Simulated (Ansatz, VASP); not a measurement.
**Two plane-wave programs on KBr**

Contents of INCAR:

```
  PREC = Accurate
  ENCUT = 520
  EDIFF = 1E-6
  ISMEAR = 0
  SIGMA = 0.05
  LREAL = False
  LASPH = True
  NELM = 80
  ALGO = Normal
  ISIF = 2
  LWAVE = False
  LCHARG = False
  GGA = CA
  NBANDS = 24
```

KPOINTS

```
regular mesh
0
Gamma
  6 6 4
```

File POSCAR:

```
KBr
1.0
    3.8300121826      0.0000000000      0.0000000000
    0.0000000000      3.8300121826      0.0000000000
    0.0000000000      0.0000000000      7.6600243652
K Br
2 2
Direct
    0.0000000000      0.0000000000     -0.0369711618
    0.0000000000      0.0000000000      0.4630288382
    0.3545696532      0.5000000000      0.2680905784
    0.6454303468      0.5000000000      0.7680905784
```

Input for Ansatz:

```yaml
crystal:
  lattice:
    - [3.8300121826, 0.0, 0.0]
    - [0.0, 3.8300121826, 0.0]
    - [0.0, 0.0, 7.6600243652]
  atoms:
    - { symbol: K, position: [0.0, 0.0, -0.0369711618] }
    - { symbol: K, position: [0.0, 0.0, 0.4630288382] }
    - { symbol: Br, position: [0.3545696532, 0.5, 0.2680905784] }
    - { symbol: Br, position: [0.6454303468, 0.5, 0.7680905784] }
basis:
  ecutwfc: 420
kpoints:
  mp_grid: { grid: [6, 6, 4] }
hamiltonian:
  xc: lda
scf:
  occupations: { method: gaussian, width: 0.05 }
output:
  forces: true
  stress: true
  eigenvalues: true
```

Change from the starting cell: mode 4 frozen in at -0.557 Å and mode 10 at -0.283 Å (largest displacements).

Alike in both runs: task single point; functional LDA; k mesh 6 × 6 × 4; occupations gaussian, width 0.05 eV; no spin polarisation.

|  | VASP | Ansatz |
| --- | --- | --- |
| version | VASP 6.6.1 | Ansatz 0.2.0 |
| potentials or method | VASP PAW LDA potentials, release 64 (K_sv, Br), cutoff 520 eV | scalar-relativistic, plane waves, PAW |
| valence electrons in the cell | 32 | 32 |

```tsv
	VASP	Ansatz	Ansatz less VASP
gap on the k mesh at the Fermi level (eV)	4.08	4.07	-0.009
least direct gap on the mesh (eV)	4.23	4.22	-0.009
pressure (GPa)	4.8	4.6	-0.20
traceless stress, the component that is largest in VASP (GPa)	2.22	2.15	-0.066
rms of the force components (eV/Å)	0.851	0.829	-0.0211
```

LDA's correlation is that of Perdew and Zunger in VASP and of Perdew and Wang (1992) in Ansatz. Atom by atom the forces differ by 0.021 eV/Å (rms over components).
